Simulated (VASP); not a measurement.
Set up this calculation in VASP 6.6.1, as the native input.

| Quantity | Value |
| --- | --- |
| Task | single point |
| Functional | LDA |
| Potentials or basis | VASP PAW LDA potentials, release 64 (Al, Ru_pv) |
| Cutoff | 520 eV |
| k mesh | 14 × 14 × 14 |
| Occupations | gaussian, width 0.1 eV |
| Spin | no spin polarisation |
| Dipole correction | no |
| Further INCAR settings | ALGO = Normal; EDIFF = 1e-07; NBANDS = 16 |

The structure of AlRu lies in POSCAR:

```
AlRu
1.0
    2.9537571757      0.0000000000      0.0000000000
    0.0000000000      2.9537571757      0.0000000000
    0.0000000000      0.0000000000      2.9537571757
Al Ru
1 1
Direct
    0.0000000000      0.0000000000      0.0000000000
    0.5000000000      0.5000000000      0.5000000000
```

The input as run:

INCAR

```
ALGO     = Normal         # electronic algorithm
EDIFF    = 1E-7           # SCF threshold, eV
ENCUT    = 520            # plane-wave cutoff, eV
ISIF     = 2              # what is computed and relaxed
ISMEAR   = 0              # smearing method
LASPH    = T              # aspherical terms in the spheres
LCHARG   = F              # write CHGCAR
LREAL    = F              # projectors in reciprocal space
LWAVE    = F              # write WAVECAR
NBANDS   = 16             # bands
NELM     = 100            # most SCF steps
PREC     = Accurate       # precision mode
SIGMA    = 0.1            # smearing width, eV
```

KPOINTS

```
k-points
0
Gamma
  14 14 14
```

Potentials or basis: VASP PAW LDA potentials, release 64 (Al, Ru_pv).

The run is started by

```console
$ cat potpaw_LDA.64/Al/POTCAR potpaw_LDA.64/Ru_pv/POTCAR > POTCAR
$ mpirun -np 1 vasp_std > vasp.out
```

Results of the run:

The pressure is 0.6 GPa and the band gap on the k mesh is zero (an odd number of electrons rules out a gap without spin polarisation).

Run time: 35 s on 1 thread of Intel Xeon 8259CL, with other jobs on the host, peak memory 0.16 GiB.
